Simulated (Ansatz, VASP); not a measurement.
## One calculation of GaH2, two programs

```
Ga H
1.0
     3.02118    0.00000    0.00000
    -1.51059    2.61642    0.00000
     0.00000    0.00000    3.17192
Ga H
1 2
Cartesian
  0.0000 0.0000 0.0000
  0.0000 1.7443 1.5860
  1.5106 0.8721 1.5860
```

Alike in both runs: functional PBE; k mesh 18 × 18 × 14; occupations gaussian, width 0.1 eV; no spin polarisation.

Ansatz relaxed the structure, and its values are those at the end. VASP's run is a single point on that final structure, the one shown.

```csv
,VASP,Ansatz
version,VASP 6.6.1,Ansatz 0.2.0
potentials or method,"VASP PAW PBE potentials, release 64 (Ga_d, H), cutoff 520 eV","scalar-relativistic, plane waves, PAW"
valence electrons in the cell,15,15
```

```csv
,VASP,Ansatz,Ansatz less VASP
gap on the k mesh at the Fermi level (eV),none,none,-
pressure (GPa),0.0,0.0,+0.01
```

A gap of «none» marks a metal or a gap that the smearing closes. With one functional, cell and mesh, what is left measures potentials, basis and numerics.
